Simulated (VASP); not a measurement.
Write the native input for VASP 6.6.1 that does the following.

```yaml
Task: single point
Functional: PBE
Potentials_or_basis: VASP PAW PBE potentials, release 64 (Cs_sv, Ta_pv)
Cutoff: 520 eV
k_mesh: 6 × 6 × 4
Occupations: gaussian, width 0.1 eV
Spin: no spin polarisation
Dipole_correction: no
Further_INCAR_settings: ALGO = Fast; EDIFF = 1e-07; NBANDS = 17
```

The structure of CsTa lies in POSCAR:

```
CsTa
1.0
    3.6745884375      0.0000000000      0.0000000000
    0.0000000000      3.6745884375      0.0000000000
    0.0000000000      0.0000000000      4.8163355592
Cs Ta
1 1
Direct
    0.5000000000      0.5000000000      0.5000000000
    0.0000000000      0.0000000000      0.0000000000
```

These files were run (other wordings do the same):

INCAR

```
SYSTEM = CsTa
PREC = Accurate ; ENCUT = 520
EDIFF = 1E-7 ; ISMEAR = 0
SIGMA = 0.1 ; LREAL = .FALSE.
LASPH = .TRUE. ; NELM = 100
ALGO = Fast ; ISIF = 2
LWAVE = .FALSE. ; LCHARG = .TRUE.
GGA = PE ; LELF = .TRUE.
LVHAR = .TRUE. ; NBANDS = 17
```

KPOINTS

```
Automatic mesh
0
G
  6 6 4
  0 0 0
```

Potentials or basis: VASP PAW PBE potentials, release 64 (Cs_sv, Ta_pv).

Command:

```bash
$ cat potpaw_PBE.64/Cs_sv/POTCAR potpaw_PBE.64/Ta_pv/POTCAR > POTCAR
$ mpirun -np 1 vasp_std > vasp.out
```

It gave:

* Pressure: -2.1 GPa
* Band gap on the k mesh: zero (band 10 reaches 3.72 eV, above the bottom of band 11 at 2.36 eV)

Caveat: spin-orbit coupling is left out, which moves the levels of the heavy elements.

Wall time 14 s on 1 thread of Intel(R) Xeon(R) 6975P-C (Granite Rapids) (shared host), peak memory 0.18 GiB.
